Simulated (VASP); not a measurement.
H8CO6, 15 atoms in the cell. The cell holds a disordered packing, 15 atoms: a = 5.511 Å, b = 5.511 Å, c = 5.511 Å, α = 90.00°, β = 90.00°, γ = 90.00°. 

| Item | Value |
| --- | --- |
| Program | VASP 6.6.1 |
| Task | single point |
| Functional | r2SCAN |
| Potentials or basis | VASP PAW PBE potentials, release 64 (O, H, C) |
| Cutoff | 520 eV |
| k mesh | 1 × 1 × 1 |
| Occupations | fermi-dirac, width 0.05 eV |
| Spin | no spin polarisation |
| Dipole correction | no |
| Further INCAR settings | LREAL = Auto; ALGO = Normal; EDIFF = 1e-07; NBANDS = 37 |

Potentials or basis: VASP PAW PBE potentials, release 64 (O, H, C).

Run with:

```bash
$ cat potpaw_PBE.64/O/POTCAR potpaw_PBE.64/H/POTCAR potpaw_PBE.64/C/POTCAR > POTCAR
$ cp INCAR.step1 INCAR
$ mpirun -np 1 vasp_gam > vasp.out
$ cp INCAR.step2 INCAR
$ mpirun -np 1 vasp_gam > vasp.out
```

Hardware: 1 thread of Intel Xeon 8259CL (shared host).

How long does it take, and how much memory?

Run time: 96 s on 1 thread of Intel Xeon 8259CL (shared host), peak memory 0.26 GiB. Counts: k points 1.
